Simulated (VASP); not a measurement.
# Sn3Se (Fm-3m) in VASP: relaxation of cell and atoms with PBE

Aim: the relaxation of cell and atoms of Sn3Se with PBE.

Program: VASP 6.6.1. These are calculated values, not measurements. Logs are shortened: lines on timing, memory, paths and dates and some standing lists are left out, and cuts for length are marked.

### 1 The cell of the first run

Symmetry: Fm-3m, No. 225, cubic system. The conventional cell has a = 7.466 Å, b = 7.466 Å, c = 7.466 Å, α = 90.00°, β = 90.00°, γ = 90.00°. Sn (site symmetry -43m) has 10 Sn at 3.23 to 3.73 Å and 4 Se at 3.23 Å within 4.3 Å. Within 4.3 Å of Sn (site symmetry m-3m) lie 8 Sn at 3.23 Å and 6 Se at 3.73 Å. Se (site symmetry m-3m) has 14 Sn at 3.23 to 3.73 Å within 4.3 Å.

### 2 Relaxation of cell and atoms, PBE

The input, INCAR:

```
SYSTEM = Sn3Se
PREC = Accurate
ENCUT = 600
EDIFF = 1E-6
ISMEAR = -1
SIGMA = 0.05
LREAL = .FALSE.
LASPH = .TRUE.
NELM = 60
ALGO = Normal
ISIF = 3
LWAVE = .FALSE.
LCHARG = .FALSE.
GGA = PE
IBRION = 2
NSW = 80
EDIFFG = -0.02
```

The input, KPOINTS:

```
Automatic mesh
0
G
  11 11 11
  0 0 0
```

The input, POSCAR:

```
Sn3Se
1.0
    0.0000000000      3.7331380000      3.7331380000
    3.7331380000      0.0000000000      3.7331380000
    3.7331380000      3.7331380000      0.0000000000
Sn Se
3 1
Direct
    0.2500000000      0.2500000000      0.2500000000
    0.7500000000      0.7500000000      0.7500000000
    0.5000000000      0.5000000000      0.5000000000
    0.0000000000      0.0000000000      0.0000000000
```

Potentials or basis: VASP PAW PBE potentials, release 64 (Sn_d, Se).

The run is started by

```sh
cat potpaw_PBE.64/Sn_d/POTCAR potpaw_PBE.64/Se/POTCAR > POTCAR
mpirun -np 1 vasp_std > vasp.out
```

OUTCAR:

```text
SYSTEM = Sn3Se
   PREC = Accurate
   ENCUT = 600
   EDIFF = 1E-6
   ISMEAR = -1
   LREAL = .FALSE.
   LASPH = .TRUE.
   NELM = 60
   ISIF = 3
   GGA = PE
   IBRION = 2
   NSW = 80
   EDIFFG = -0.02

 ion  position               nearest neighbor table
   1  0.250  0.250  0.250-   4 3.23   4 3.23   4 3.23   3 3.23   3 3.23   3 3.23   4 3.23   3 3.23
                             2 3.73   2 3.73   2 3.73   2 3.73   2 3.73   2 3.73
   2  0.750  0.750  0.750-   3 3.23   3 3.23   3 3.23   4 3.23   4 3.23   4 3.23   4 3.23   3 3.23
                             1 3.73   1 3.73   1 3.73   1 3.73   1 3.73   1 3.73
   3  0.500  0.500  0.500-   1 3.23   1 3.23   1 3.23   2 3.23   2 3.23   2 3.23   2 3.23   1 3.23

   4  0.000  0.000  0.000-   2 3.23   2 3.23   2 3.23   1 3.23   1 3.23   1 3.23   2 3.23   1 3.23

  LATTYP: Found a face centered cubic cell.
 ALAT       =     7.4662760000

  Lattice vectors:

 A1 = (   0.0000000000,   3.7331380000,   3.7331380000)
 A2 = (   3.7331380000,   0.0000000000,   3.7331380000)
 A3 = (   3.7331380000,   3.7331380000,   0.0000000000)

Analysis of symmetry for initial positions (statically):
=====================================================================
 Subroutine PRICEL returns:
 Original cell was already a primitive cell.

 Routine SETGRP: Setting up the symmetry group for a
 face centered cubic supercell.

 Subroutine GETGRP returns: Found 48 space group operations
 (whereof 48 operations were pure point group operations)
 out of a pool of 48 trial point group operations.

The static configuration has the point symmetry O_h .

Analysis of symmetry for dynamics (positions and initial velocities):
=====================================================================
 Subroutine PRICEL returns:
 Original cell was already a primitive cell.

 Routine SETGRP: Setting up the symmetry group for a
 face centered cubic supercell.

 Subroutine GETGRP returns: Found 48 space group operations
 (whereof 48 operations were pure point group operations)
 out of a pool of 48 trial point group operations.

The dynamic configuration has the point symmetry O_h .

 Subroutine INISYM returns: Found 48 space group operations
 (whereof 48 operations are pure point group operations),
 and found     1 'primitive' translations

----------------------------------------------------------------------------------------

                                     Primitive cell

  volume of cell :     104.0524

  direct lattice vectors                    reciprocal lattice vectors
     0.000000000  3.733138000  3.733138000    -0.133935579  0.133935579  0.133935579
     3.733138000  0.000000000  3.733138000     0.133935579 -0.133935579  0.133935579
     3.733138000  3.733138000  0.000000000     0.133935579  0.133935579 -0.133935579

  length of vectors
     5.279454390  5.279454390  5.279454390     0.231983228  0.231983228  0.231983228

  position of ions in fractional coordinates (direct lattice)
     0.250000000  0.250000000  0.250000000
     0.750000000  0.750000000  0.750000000
     0.500000000  0.500000000  0.500000000
     0.000000000  0.000000000  0.000000000

  ion indices of the primitive-cell ions
   primitive index   ion index
                 1           1
                 2           2
                 3           3
                 4           4

----------------------------------------------------------------------------------------

 KPOINTS: Automatic mesh

Automatic generation of k-mesh.
 Grid dimensions read from file:
 generate k-points for:   11   11   11

 Generating k-lattice:

[... 65 lines left out ...]
   IBRION =      2    ionic relax: 0-MD 1-quasi-New 2-CG
   NFREE  =      1    steps in history (QN), initial steepest desc. (CG)
   ISIF   =      3    stress and relaxation
   ISYM   =      2    0-nonsym 1-usesym 2-fastsym
   POTIM  = 0.5000    time-step for ionic-motion
   TEBEG  =    0.0;   TEEND  =   0.0 temperature during run
   PSTRESS=    0.0 pullay stress
   NELECT =      48.0000    total number of electrons
   NUPDOWN=      -1.0000    fix difference up-down
   EMIN   =  10.00;   EMAX   =-10.00  energy-range for DOS
   EFERMI =   0.00;   METHOD = LEGACY
   ISMEAR =    -1;   SIGMA  =   0.05  broadening in eV -4-tet -1-fermi 0-gaus
   EFERMI_NEDOS =   21; number of points for ismear=-14 and -15
   IALGO  =     38    algorithm
   IMIX   =      4    mixing-type and parameters
     AMIX     =   0.40;   BMIX     =  1.00
     AMIX_MAG =   1.60;   BMIX_MAG =  1.00
  volume/ion in A,a.u.               =      26.01       175.55
  Fermi-wavevector in a.u.,A,eV,Ry     =   1.264944  2.390397 21.770445  1.600083
  Thomas-Fermi vector in A             =   2.398223
   LORBIT       =      0    0 simple, 1 ext, 2 COOP (PROOUT), +10 PAW based schemes
   GGA     = PE    functional components
   LHFCALC =     F    Hartree Fock is set to
   AEXX    =    0.0000 exact exchange contribution
   IVDW    =     0    specifies the selected vdW correction
   LEPSILON=     F    determine dielectric tensor
   LRPA    =     F    only Hartree local field effects (RPA)
 conjugate gradient relaxation of ions
 non-spin polarized calculation
  energy-cutoff  :      600.00
  volume of cell :      104.05
 maximum number of plane-waves:      3499
 NGX is ok and might be reduce to    42
   NGX = 21   NGY = 21   NGZ = 21

--------------------------------------- Ionic step        1  -------------------------------------------

 number of electron      48.0000013 magnetization

 Free energy of the ion-electron system (eV)
  ---------------------------------------------------
  ext. energy  EPLUGINS =         0.00000000
  ---------------------------------------------------
  free energy    TOTEN  =       -14.88881945 eV

  energy without entropy =      -14.86417318  energy(sigma->0) =      -14.87649632

------------------------ aborting loop because EDIFF is reached ----------------------------------------

  FORCE on cell =-STRESS in cart. coord.  units (eV):
  Direction    XX          YY          ZZ          XY          YZ          ZX
  --------------------------------------------------------------------------------------
  -------------------------------------------------------------------------------------
  Total        0.1000900      0.1000900      0.1000900     -0.0000000     -0.0000000      0.0000000
  in kB        1.5411644      1.5411644      1.5411644     -0.0000000     -0.0000000      0.0000000
  external PRESSURE =       1.5411644 kB  Pullay stress =       0.0000000 kB

 VOLUME and BASIS-vectors are now :
 -----------------------------------------------------------------------------
  energy-cutoff  :      600.00
  volume of cell :      104.05
      direct lattice vectors                 reciprocal lattice vectors
     0.000000000  3.733138000  3.733138000    -0.133935579  0.133935579  0.133935579
     3.733138000  0.000000000  3.733138000     0.133935579 -0.133935579  0.133935579
     3.733138000  3.733138000  0.000000000     0.133935579  0.133935579 -0.133935579

 POSITION                                       TOTAL-FORCE (eV/Angst)
 -----------------------------------------------------------------------------------
      1.86657      1.86657      1.86657         0.000000      0.000000      0.000000
      5.59971      5.59971      5.59971        -0.000000     -0.000000     -0.000000
      3.73314      3.73314      3.73314        -0.000000      0.000000     -0.000000
      0.00000      0.00000      0.00000        -0.000000      0.000000     -0.000000
 -----------------------------------------------------------------------------------
    total drift:                               -0.000000     -0.000000      0.000000

  FREE ENERGIE OF THE ION-ELECTRON SYSTEM (eV)
  ---------------------------------------------------
  free  energy   TOTEN  =       -14.8888194529 eV

  energy  without entropy=      -14.8641731824  energy(sigma->0) =      -14.87649632

--------------------------------------- Ionic step        2  -------------------------------------------

 number of electron      48.0000014 magnetization

 Free energy of the ion-electron system (eV)
  ---------------------------------------------------
  ext. energy  EPLUGINS =         0.00000000
  ---------------------------------------------------
  free energy    TOTEN  =       -14.88893007 eV

  energy without entropy =      -14.86435585  energy(sigma->0) =      -14.87664296

 E-fermi :   7.1599     XC(G=0): -10.2739

 val. band max:        7.1542355352   @ k =   0.1818   0.0000   0.0000
 cond. band min:       7.1928306195   @ k =  -0.3636   0.3636   0.0909
 fundamental gap:      0.0385950843
 Fermi energy:         7.1599365306

 k-point     1 :       0.0000    0.0000    0.0000
  band No.  band energies     occupation
      1     -14.4101      2.00000
      2     -14.4101      2.00000
      3     -14.3756      2.00000
      4     -14.3756      2.00000
      5     -14.3756      2.00000
      6     -14.3713      2.00000
[... 733 lines left out ...]
     27       9.3724      0.00000
     28       9.7056      0.00000

 [... further k-points ...]

------------------------ aborting loop because EDIFF is reached ----------------------------------------

  FORCE on cell =-STRESS in cart. coord.  units (eV):
  Direction    XX          YY          ZZ          XY          YZ          ZX
  --------------------------------------------------------------------------------------
  -------------------------------------------------------------------------------------
  Total       -0.0336022     -0.0336022     -0.0336022      0.0000000      0.0000000      0.0000000
  in kB       -0.5155310     -0.5155310     -0.5155310      0.0000000      0.0000000      0.0000000
  external PRESSURE =      -0.5155310 kB  Pullay stress =       0.0000000 kB

 VOLUME and BASIS-vectors are now :
 -----------------------------------------------------------------------------
  energy-cutoff  :      600.00
  volume of cell :      104.43
      direct lattice vectors                 reciprocal lattice vectors
    -0.000000000  3.737644462  3.737644462    -0.133774094  0.133774094  0.133774094
     3.737644462  0.000000000  3.737644462     0.133774094 -0.133774094  0.133774094
     3.737644462  3.737644462  0.000000000     0.133774094  0.133774094 -0.133774094

 POSITION                                       TOTAL-FORCE (eV/Angst)
 -----------------------------------------------------------------------------------
      1.86882      1.86882      1.86882         0.000000      0.000000     -0.000000
      5.60647      5.60647      5.60647        -0.000000     -0.000000      0.000000
      3.73764      3.73764      3.73764        -0.000000      0.000000     -0.000000
      3.73764      0.00000      3.73764        -0.000000      0.000000     -0.000000
 -----------------------------------------------------------------------------------
    total drift:                               -0.000000     -0.000000      0.000000

  FREE ENERGIE OF THE ION-ELECTRON SYSTEM (eV)
  ---------------------------------------------------
  free  energy   TOTEN  =       -14.8889300750 eV

  energy  without entropy=      -14.8643558546  energy(sigma->0) =      -14.87664296

 reached required accuracy - stopping structural energy minimisation
```

Wall time 7.2 min (1 thread of Intel Xeon 8259CL, shared host); peak memory 0.37 GiB.

Results:

```
Free energy                           : -14.8889 eV
Relaxed volume                        : 26.11 Å³/atom
Relaxed cell                          : a = 5.286 Å, b = 5.286 Å, c = 5.286 Å, α = 60.00°, β = 60.00°, γ = 60.00°
Space group after relaxing (to 0.1 Å) : Fm-3m (No. 225)
Energy gained by relaxing             : 0.0 meV/atom
Ionic steps                           : 2
Pressure after relaxing               : -0.1 GPa
```

Step by step:
| step | energy change (eV) | largest force (eV/Å) | pressure (GPa) | volume (Å³) |
| --- | --- | --- | --- | --- |
| 1 | 0.0000 | 0.0000 | 0.15 | 104.05 |
| 2 | -0.0001 | 0.0000 | -0.05 | 104.43 |

Final structure:
```yaml
crystal:
  lattice:
    - [0.00000, 3.73764, 3.73764]
    - [3.73764, 0.00000, 3.73764]
    - [3.73764, 3.73764, 0.00000]
  atoms:
    - { symbol: Sn, position: [0.25000, 0.25000, 0.25000] }
    - { symbol: Sn, position: [0.75000, 0.75000, 0.75000] }
    - { symbol: Sn, position: [0.50000, 0.50000, 0.50000] }
    - { symbol: Se, position: [0.00000, 0.00000, 0.00000] }
```

Caveat: this odd mesh misses L, so gap, dielectric constants and Born charges aren't listed; the highest band is partly filled, so the run has too few bands; spin-orbit coupling is left out, which moves the levels of the heavy elements.
